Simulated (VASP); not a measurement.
B4Ru:

```
B Ru
1.0
     3.64173    0.00000    0.00000
     0.00000    3.64173    0.00000
     0.00000    0.00000    3.64173
B Ru
4 1
Direct
  0.25000 0.25000 0.25000
  0.75000 0.75000 0.25000
  0.25000 0.75000 0.75000
  0.75000 0.25000 0.75000
  0.00000 0.00000 0.00000
```

The cell was generated, and may not be a known phase.

```yaml
Program: VASP 6.6.1
Task: relaxation of cell and atoms
Functional: PBE
Potentials_or_basis: VASP PAW PBE potentials, release 64 (B, Ru_pv)
Cutoff: 600 eV
k_mesh: 6 × 6 × 6
Occupations: gaussian, width 0.1 eV
Spin: no spin polarisation
```

At the start: pressure 108.0 GPa; volume 9.66 Å³/atom.

Question: Where does the relaxation end?

Answer: Over 10 steps the energy falls by 2993.2 meV/atom and the volume is 9.50 Å³/atom (-1.7 %); space group P-43m (No. 215, to 0.1 Å) before and after.

Step by step:
```csv
step,energy change (eV),largest force (eV/Å),pressure (GPa),volume (Å³)
1,0.0000,18.1259,107.95,48.30
2,-3.3042,8.5755,0.74,109.57
3,-11.5958,0.8585,-33.78,69.97
4,-11.9786,1.0541,-33.44,67.47
5,-12.5099,3.2570,-16.74,57.35
6,-12.6645,2.1151,-26.78,61.02
7,-12.6764,2.4025,-24.53,59.98
8,-14.8928,0.8058,-6.80,49.13
9,-14.9648,0.1085,0.88,47.26
10,-14.9658,0.0228,-0.21,47.50
```

Final structure:
```xyz
5
Lattice="3.6215 0.0000 0.0000 0.0000 3.6215 0.0000 0.0000 0.0000 3.6215" Properties=species:S:1:pos:R:3 pbc="T T T"
B     1.1865    1.1865    1.1865
B     2.4350    2.4350    1.1865
B     1.1865    2.4350    2.4350
B     2.4350    1.1865    2.4350
Ru    0.0000    0.0000    0.0000
```
